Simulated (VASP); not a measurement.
## C11O: single point with PBE+D3(BJ)

C11O, a slab with vacuum:

```
C O
1.0
     3.64732    0.00000    0.00000
    -1.66588    3.93102    0.00000
     0.00000    0.00000   23.58096
C O
11 1
Cartesian
  1.2689 1.3106 4.0000
  0.7125 2.6204 4.0000
  0.4360 3.2761 5.2325
  1.5455 0.6549 5.2325
  1.2651 1.3181 6.4645
  0.7163 2.6129 6.4645
  0.4304 3.2889 7.7020
  1.5511 0.6421 7.7020
  1.2324 1.3933 8.8310
  0.7491 2.5377 8.8310
  3.1349 3.3588 13.5810
  3.1349 3.3588 12.4310
```

```yaml
Program: VASP 6.6.1
Task: single point
Functional: PBE
Dispersion: D3(BJ)
Potentials_or_basis: VASP PAW PBE potentials, release 64 (C, O)
Cutoff: 520 eV
k_mesh: 8 × 7 × 1
Occupations: gaussian, width 0.05 eV
Spin: no spin polarisation
Dipole_correction: yes
Further_INCAR_settings: ALGO = Normal; EDIFF = 1e-06; NBANDS = 37
```

The largest force is 6.777 eV/Å. The band gap on the k mesh is zero (band 25 reaches -2.28 eV, above the bottom of band 26 at -3.02 eV) and the dispersion energy per atom is -0.105 eV.

Forces in eV/Å, atoms in the order of the input:
```
C   -2.626  6.143  1.136
C    2.626 -6.143  1.136
C   -0.161  0.383 -1.176
C    0.160 -0.382 -1.176
C    0.007 -0.008  0.001
C   -0.007  0.006  0.001
C   -0.009  0.019  0.015
C    0.008 -0.016  0.011
C    0.029 -0.069  0.045
C   -0.027  0.066  0.037
C    0.000  0.000 -0.729
O   -0.001  0.001  0.697
```

Levels at points of the mesh, in eV from the Fermi level:
```tsv
k point	band 21	band 22	band 23	band 24	band 25	band 26	band 27	band 28	band 29	band 30
(0.00, 0.00, 0.00)	-2.06	-1.46	-1.38	-1.33	0.62	0.68	1.27	1.75	2.25	3.42
(0.50, 0.00, 0.00)	-2.74	-1.75	-1.07	-0.76	0.08	1.12	1.29	1.93	2.10	2.51
```

Run time: 9.3 min on 1 thread of Intel Xeon 6975P-C (shared host), peak memory 0.56 GiB.
